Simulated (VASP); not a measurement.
# BaTiO3 (R3m) in VASP: a series of runs

Runs on BaTiO3. Level: PBE+U. Tasks: single point.

All numbers are computed with VASP 6.6.1; they aren't measurements. Logs are shortened: lines on timing, memory, paths and dates and some standing lists are left out, and cuts for length are marked.

### Step 1. The cell of the first run

It takes space group R3m (No. 160, trigonal). Conventional cell: a = 5.721 Å, b = 5.721 Å, c = 6.933 Å, α = 90.00°, β = 90.00°, γ = 120.00°. Ba (site symmetry 3m) has 12 O at 2.77 to 2.91 Å and 8 Ti at 3.40 to 3.54 Å within 3.7 Å. Within 2.5 Å of Ti (site symmetry 3m) lie 6 O at 1.90 to 2.14 Å. O (site symmetry m) has 2 Ti at 1.90 to 2.14 Å within 2.5 Å.

### Step 2. Single point, PBE+U (strain +0.000 along x and y, -0.015 along z)

INCAR reads:

```
SYSTEM = BaTiO3
ALGO = Normal
EDIFF = 1E-6
ENCUT = 1340
GGA = PE
GGA_COMPAT = .False.
ISIF = 2
ISMEAR = 0
LASPH = .True.
LCHARG = .False.
LDAU = .True.
LDAUJ = 0 0 0
LDAUL = -1 2 -1
LDAUPRINT = 1
LDAUTYPE = 2
LDAUU = 0 4 0
LMAXMIX = 4
LREAL = .False.
LWAVE = .False.
NBANDS = 28
NELM = 200
PREC = Accurate
SIGMA = 0.05
```

KPOINTS reads:

```
k-points
0
Gamma
  6 6 6
  0 0 0
```

POSCAR reads:

```
BaTiO3
1.0
    2.8603720851      1.6514365933      2.3108627746
   -2.8603720851      1.6514365933      2.3108627746
    0.0000000000     -3.3028731867      2.3108627746
Ba Ti O
1 1 3
Direct
    0.0026800181      0.0026800181      0.0026800181
    0.5127992509      0.5127992509      0.5127992509
    0.4903227049      0.4903227049      0.9825753212
    0.4903227049      0.9825753212      0.4903227049
    0.9825753212      0.4903227049      0.4903227049
```

Potentials or basis: VASP PAW PBE potentials, release 64 (Ba_sv, Ti_sv, O_h).

Command:

```
$ cat potpaw_PBE.64/Ba_sv/POTCAR potpaw_PBE.64/Ti_sv/POTCAR potpaw_PBE.64/O_h/POTCAR > POTCAR
$ mpirun -np 1 vasp_std > vasp.out
```

OUTCAR:

```text
SYSTEM = BaTiO3
   EDIFF = 1E-6
   ENCUT = 1340
   GGA = PE
   ISIF = 2
   ISMEAR = 0
   LASPH = .True.
   LREAL = .False.
   NELM = 200
   PREC = Accurate

 ion  position               nearest neighbor table
   1  0.003  0.003  0.003-   3 2.77   4 2.77   5 2.77   3 2.86   3 2.86   5 2.86   4 2.86   4 2.86
                             5 2.86   3 2.91   4 2.91   5 2.91   2 3.40   2 3.48   2 3.48   2 3.48
   2  0.513  0.513  0.513-   4 1.90   5 1.90   3 1.90   4 2.14   5 2.14   3 2.14   1 3.40   1 3.48
                             1 3.48   1 3.48   1 3.52   1 3.52   1 3.52   1 3.54
   3  0.490  0.490  0.983-   2 1.90   2 2.14   1 2.77   1 2.86   1 2.86   1 2.91
   4  0.490  0.983  0.490-   2 1.90   2 2.14   1 2.77   1 2.86   1 2.86   1 2.91
   5  0.983  0.490  0.490-   2 1.90   2 2.14   1 2.77   1 2.86   1 2.86   1 2.91

  LATTYP: Found a trigonal (rhomboedric) cell.
 ALAT       =     4.0310120379
 COS(alpha) =    -0.0070403392

  Lattice vectors:

 A1 = (   2.8603720851,   1.6514365933,   2.3108627746)
 A2 = (  -2.8603720851,   1.6514365933,   2.3108627746)
 A3 = (   0.0000000000,  -3.3028731867,   2.3108627746)

Analysis of symmetry for initial positions (statically):
=====================================================================
 Subroutine PRICEL returns:
 Original cell was already a primitive cell.

 Routine SETGRP: Setting up the symmetry group for a
 trigonal (rhombohedral) supercell.

 Subroutine GETGRP returns: Found  6 space group operations
 (whereof  6 operations were pure point group operations)
 out of a pool of 12 trial point group operations.

The static configuration has the point symmetry C_3v.

Analysis of symmetry for dynamics (positions and initial velocities):
=====================================================================
 Subroutine PRICEL returns:
 Original cell was already a primitive cell.

 Routine SETGRP: Setting up the symmetry group for a
 trigonal (rhombohedral) supercell.

 Subroutine GETGRP returns: Found  6 space group operations
 (whereof  6 operations were pure point group operations)
 out of a pool of 12 trial point group operations.

The dynamic configuration has the point symmetry C_3v.

 Subroutine INISYM returns: Found  6 space group operations
 (whereof  6 operations are pure point group operations),
 and found     1 'primitive' translations

----------------------------------------------------------------------------------------

                                     Primitive cell

  volume of cell :      65.4953

  direct lattice vectors                    reciprocal lattice vectors
     2.860372085  1.651436593  2.310862775     0.174802433  0.100922232  0.144246269
    -2.860372085  1.651436593  2.310862775    -0.174802433  0.100922232  0.144246269
     0.000000000 -3.302873187  2.310862775     0.000000000 -0.201844464  0.144246269

  length of vectors
     4.031012038  4.031012038  4.031012038     0.248089044  0.248089044  0.248089044

  position of ions in fractional coordinates (direct lattice)
     0.002680018  0.002680018  0.002680018
     0.512799251  0.512799251  0.512799251
     0.490322705  0.490322705  0.982575321
     0.490322705  0.982575321  0.490322705
     0.982575321  0.490322705  0.490322705

  ion indices of the primitive-cell ions
   primitive index   ion index
                 1           1
                 2           2
                 3           3
                 4           4
                 5           5

[... 53 lines left out ...]
   k-points           NKPTS =     32   k-points in BZ     NKDIM =     32   number of bands    NBANDS=     28
   number of dos      NEDOS =    301   number of ions     NIONS =      5
   total plane-waves  NPLWV = 110592
   dimension x,y,z NGX =    48 NGY =   48 NGZ =   48
   dimension x,y,z NGXF=    96 NGYF=   96 NGZF=   96
   ions per type =               1   1   3
   NGX,Y,Z   is equivalent  to a cutoff of  19.80, 19.80, 19.80 a.u.
   NGXF,Y,Z  is equivalent  to a cutoff of  39.59, 39.59, 39.59 a.u.
 SYSTEM =  BaTiO3
   PREC   = accura    normal or accurate (medium, high low for compatibility)
   ISTART =      0    job   : 0-new  1-cont  2-samecut
   ICHARG =      2    charge: 1-file 2-atom 10-const
   ISPIN  =      1    spin polarized calculation?
   LNONCOLLINEAR =      F non collinear calculations
   LSORBIT =      F    spin-orbit coupling
   LASPH  =      T    aspherical Exc in radial PAW
   ENCUT  = 1340.0 eV  98.49 Ry    9.92 a.u.  12.03 12.03 12.03*2*pi/ulx,y,z
   NELM   =    200;   NELMIN=  2; NELMDL= -5     # of ELM steps
   EDIFF  = 0.1E-05   stopping-criterion for ELM
   LREAL  =      F    real-space projection
   EDIFFG = 0.1E-04   stopping-criterion for IOM
   NSW    =      0    number of steps for IOM
   IBRION =     -1    ionic relax: 0-MD 1-quasi-New 2-CG
   NFREE  =      0    steps in history (QN), initial steepest desc. (CG)
   ISIF   =      2    stress and relaxation
   ISYM   =      2    0-nonsym 1-usesym 2-fastsym
   POTIM  = 0.5000    time-step for ionic-motion
   TEBEG  =    0.0;   TEEND  =   0.0 temperature during run
   PSTRESS=    0.0 pullay stress
   NELECT =      40.0000    total number of electrons
   NUPDOWN=      -1.0000    fix difference up-down
   EMIN   =  10.00;   EMAX   =-10.00  energy-range for DOS
   EFERMI =   0.00;   METHOD = LEGACY
   ISMEAR =     0;   SIGMA  =   0.05  broadening in eV -4-tet -1-fermi 0-gaus
   EFERMI_NEDOS =   21; number of points for ismear=-14 and -15
   IALGO  =     38    algorithm
   IMIX   =      4    mixing-type and parameters
     AMIX     =   0.40;   BMIX     =  1.00
     AMIX_MAG =   1.60;   BMIX_MAG =  1.00
  volume/ion in A,a.u.               =      13.10        88.40
  Fermi-wavevector in a.u.,A,eV,Ry     =   1.388966  2.624765 26.248713  1.929226
  Thomas-Fermi vector in A             =   2.513042
   LORBIT       =      0    0 simple, 1 ext, 2 COOP (PROOUT), +10 PAW based schemes
 LDA+U is selected, type is set to LDAUTYPE =  2
   angular momentum for each species LDAUL =    -1    2   -1
   U (eV)           for each species LDAUU =   0.0  4.0  0.0
   J (eV)           for each species LDAUJ =   0.0  0.0  0.0
   GGA     = PE    functional components
   LHFCALC =     F    Hartree Fock is set to
   AEXX    =    0.0000 exact exchange contribution
   IVDW    =     0    specifies the selected vdW correction
   LEPSILON=     F    determine dielectric tensor
   LRPA    =     F    only Hartree local field effects (RPA)
 non-spin polarized calculation
 Gauss-broadening in eV      SIGMA  =   0.05
  energy-cutoff  :     1340.00
  volume of cell :       65.50
 maximum number of plane-waves:      7322
   NGX = 25   NGY = 25   NGZ = 25

atom =   2  type =  2  l = 2

 onsite density matrix

spin component  1

  0.1616  0.0000  0.0000  0.0640 -0.0000
  0.0000  0.1905  0.0000 -0.0000  0.0640
  0.0000  0.0000  0.1096  0.0000  0.0000
  0.0640 -0.0000  0.0000  0.1905 -0.0000
 -0.0000  0.0640  0.0000 -0.0000  0.1616

spin component  2

  0.1616  0.0000  0.0000  0.0640 -0.0000
  0.0000  0.1905  0.0000 -0.0000  0.0640
  0.0000  0.0000  0.1096  0.0000  0.0000
  0.0640 -0.0000  0.0000  0.1905 -0.0000
 -0.0000  0.0640  0.0000 -0.0000  0.1616

 occupancies and eigenvectors

  o =  0.1096  v =  0.0000  0.0000  1.0000 -0.0000 -0.0000  0.0000  0.0000  0.0000  0.0000  0.0000      0.0000  0.0000  0.0000  0.0000  0.0000  0.0000  0.0000  0.0000  0.0000  0.0000
  o =  0.1096  v =  0.0000  0.0000  0.0000  0.0000  0.0000  0.0000  0.0000  1.0000 -0.0000 -0.0000      0.0000  0.0000  0.0000  0.0000  0.0000  0.0000  0.0000  0.0000  0.0000  0.0000
  o =  0.1105  v =  0.0000 -0.6244  0.0000  0.0000  0.7811  0.0000  0.0000  0.0000  0.0000  0.0000      0.0000  0.0000  0.0000  0.0000  0.0000  0.0000  0.0000  0.0000  0.0000  0.0000
  o =  0.1105  v =  0.0000  0.0000  0.0000  0.0000  0.0000  0.0000 -0.6244  0.0000  0.0000  0.7811      0.0000  0.0000  0.0000  0.0000  0.0000  0.0000  0.0000  0.0000  0.0000  0.0000
  o =  0.1105  v =  0.0000  0.0000  0.0000  0.0000  0.0000 -0.7811  0.0000  0.0000  0.6244 -0.0000      0.0000  0.0000  0.0000  0.0000  0.0000  0.0000  0.0000  0.0000  0.0000  0.0000
  o =  0.1105  v = -0.7811  0.0000  0.0000  0.6244 -0.0000  0.0000  0.0000  0.0000  0.0000  0.0000      0.0000  0.0000  0.0000  0.0000  0.0000  0.0000  0.0000  0.0000  0.0000  0.0000
  o =  0.2417  v =  0.0000  0.0000  0.0000  0.0000  0.0000 -0.6244  0.0000 -0.0000 -0.7811  0.0000      0.0000  0.0000  0.0000  0.0000  0.0000  0.0000  0.0000  0.0000  0.0000  0.0000
  o =  0.2417  v = -0.6244  0.0000 -0.0000 -0.7811  0.0000  0.0000  0.0000  0.0000  0.0000  0.0000      0.0000  0.0000  0.0000  0.0000  0.0000  0.0000  0.0000  0.0000  0.0000  0.0000
  o =  0.2417  v =  0.0000  0.7811  0.0000 -0.0000  0.6244  0.0000  0.0000  0.0000  0.0000  0.0000      0.0000  0.0000  0.0000  0.0000  0.0000  0.0000  0.0000  0.0000  0.0000  0.0000
  o =  0.2417  v =  0.0000  0.0000  0.0000  0.0000  0.0000  0.0000  0.7811  0.0000 -0.0000  0.6244      0.0000  0.0000  0.0000  0.0000  0.0000  0.0000  0.0000  0.0000  0.0000  0.0000

 number of electron      40.0000000 magnetization

 Free energy of the ion-electron system (eV)
  ---------------------------------------------------
  ext. energy  EPLUGINS =         0.00000000
  ---------------------------------------------------
  free energy    TOTEN  =       -37.30193038 eV

  energy without entropy =      -37.30193038  energy(sigma->0) =      -37.30193038

 E-fermi :   4.3934     XC(G=0): -11.1446

 val. band max:        4.1232734820   @ k =   0.5000   0.5000   0.5000
 cond. band min:       6.7815078784   @ k =   0.0000   0.0000   0.0000
 fundamental gap:      2.6582343963
 Fermi energy:         4.3933910432

 k-point     1 :       0.0000    0.0000    0.0000
  band No.  band energies     occupation
      1     -53.4092      2.00000
      2     -29.6079      2.00000
      3     -29.5857      2.00000
      4     -29.5857      2.00000
      5     -20.7440      2.00000
      6     -12.7420      2.00000
[... 733 lines left out ...]
     27      12.1901      0.00000
     28      12.6161      0.00000

 [... further k-points ...]
[... 5 lines left out ...]
  --------------------------------------------------------------------------------------
  -------------------------------------------------------------------------------------
  Total        1.9519337      1.9519337      3.1625225     -0.0000000     -0.0000000      0.0000000
  in kB       47.7491671     47.7491671     77.3631892     -0.0000000     -0.0000000      0.0000000
  external PRESSURE =      57.6205078 kB  Pullay stress =       0.0000000 kB

 VOLUME and BASIS-vectors are now :
 -----------------------------------------------------------------------------
  energy-cutoff  :     1340.00
  volume of cell :       65.50
      direct lattice vectors                 reciprocal lattice vectors
     2.860372085  1.651436593  2.310862775     0.174802433  0.100922232  0.144246269
    -2.860372085  1.651436593  2.310862775    -0.174802433  0.100922232  0.144246269
     0.000000000 -3.302873187  2.310862775     0.000000000 -0.201844464  0.144246269

 POSITION                                       TOTAL-FORCE (eV/Angst)
 -----------------------------------------------------------------------------------
      0.00000     -0.00000      0.01858         0.000000      0.000000     -0.068186
      0.00000     -0.00000      3.55503         0.000000      0.000000     -0.753259
      0.00000     -1.62585      4.53673         0.000000     -0.346584      0.273815
     -1.40803      0.81292      4.53673        -0.300150      0.173292      0.273815
      1.40803      0.81292      4.53673         0.300150      0.173292      0.273815
 -----------------------------------------------------------------------------------
    total drift:                                0.000000      0.000000      0.000119

  FREE ENERGIE OF THE ION-ELECTRON SYSTEM (eV)
  ---------------------------------------------------
  free  energy   TOTEN  =       -37.3019303785 eV

  energy  without entropy=      -37.3019303785  energy(sigma->0) =      -37.30193038
```

It took 3.7 min on 1 thread of Intel Xeon Platinum 8375C at 2.90GHz (Ice Lake), shared host; peak memory 0.49 GiB.

What came out:

```yaml
Free_energy: -37.3019 eV
Pressure: 5.8 GPa
Largest_force: 0.753 eV/Å
Band_gap_on_the_k_mesh: 2.66 eV (least direct gap 3.09 eV)
```

Forces in eV/Å, atoms in the order of the input:
```
Ba   0.000  0.000 -0.068
Ti   0.000  0.000 -0.753
O    0.000 -0.347  0.274
O   -0.300  0.173  0.274
O    0.300  0.173  0.274
```

Stress tensor (GPa, compression positive):
```
4.77 0.00 0.00
0.00 4.77 0.00
0.00 0.00 7.74
```

Eigenvalues of the final occupation matrices:
```tsv
site	spin	trace	eigenvalues
site 2 d	1	0.81	0.11 0.11 0.11 0.24 0.24
site 2 d	2	0.81	0.11 0.11 0.11 0.24 0.24
```

Caveat: the cell differs from its parent crystal (strain +0.000 along x and y, -0.015 along z); the cell stands under pressure; spin-orbit coupling is left out, which moves the levels of the heavy elements. A k mesh can miss the band edges.

### Step 3. Single point, PBE+U (strain +0.015 along x and y, -0.015 along z)

INCAR reads:

```
SYSTEM = BaTiO3
ALGO = Normal ; EDIFF = 1E-6
ENCUT = 1340 ; GGA = PE
GGA_COMPAT = .False. ; ISIF = 2
ISMEAR = 0 ; LASPH = .True.
LCHARG = .False. ; LDAU = .True.
LDAUJ = 0 0 0 ; LDAUL = -1 2 -1
LDAUPRINT = 1 ; LDAUTYPE = 2
LDAUU = 0 4 0 ; LMAXMIX = 4
LREAL = .False. ; LWAVE = .False.
NBANDS = 28 ; NELM = 200
PREC = Accurate ; SIGMA = 0.05
```

KPOINTS is that of step 2.

Edit POSCAR of step 2 so:

```diff
@@ -2,5 +2,5 @@
 1.0
-    2.8603720851      1.6514365933      2.3108627746
-   -2.8603720851      1.6514365933      2.3108627746
-    0.0000000000     -3.3028731867      2.3108627746
+    2.9032776664      1.6762081422      2.3108627746
+   -2.9032776664      1.6762081422      2.3108627746
+    0.0000000000     -3.3524162845      2.3108627746
 Ba Ti O
```

Potentials or basis: VASP PAW PBE potentials, release 64 (Ba_sv, Ti_sv, O_h).

Command:

```
$ cat potpaw_PBE.64/Ba_sv/POTCAR potpaw_PBE.64/Ti_sv/POTCAR potpaw_PBE.64/O_h/POTCAR > POTCAR
$ mpirun -np 1 vasp_std > vasp.out
```

Run time: 7.3 min. Hardware: 1 thread of Intel Xeon Platinum 8375C at 2.90GHz (Ice Lake), shared host; peak memory 0.51 GiB.

Results (log left out):

```
Free energy            : -37.3255 eV
Pressure               : 0.7 GPa
Largest force          : 0.485 eV/Å
Band gap on the k mesh : 2.55 eV (least direct gap 2.96 eV)
```

Forces on the atoms (eV/Å):
```
Ba   0.000  0.000 -0.045
Ti   0.000  0.000 -0.485
O    0.000 -0.141  0.177
O   -0.122  0.070  0.177
O    0.122  0.070  0.177
```

Stress tensor (GPa, compression positive):
```
-1.36  0.00  0.00
 0.00 -1.36  0.00
 0.00  0.00  4.94
```

Levels at points of the mesh, in eV from the valence-band top:
```
           k point  band 18  band 19  band 20  band 21  band 22  band 23
(0.00, 0.00, 0.00)    -0.49    -0.49    -0.41     2.55     2.56     2.56
(0.50, 0.00, 0.00)    -1.55    -0.97    -0.88     2.71     3.83     3.91
(0.50, 0.50, 0.00)    -0.94    -0.92    -0.11     3.87     3.94     4.27
(0.50, 0.50, 0.50)    -0.05    -0.05     0.00     4.33     4.51     4.51
```

Eigenvalues of the final occupation matrices:
| site | spin | trace | eigenvalues |
| --- | --- | --- | --- |
| site 2 d | 1 | 0.80 | 0.11 0.11 0.11 0.24 0.24 |
| site 2 d | 2 | 0.80 | 0.11 0.11 0.11 0.24 0.24 |

Caveat: the cell differs from its parent crystal (strain +0.015 along x and y, -0.015 along z); the stress differs along the axes, from -1 to 5 GPa; spin-orbit coupling is left out, which moves the levels of the heavy elements.
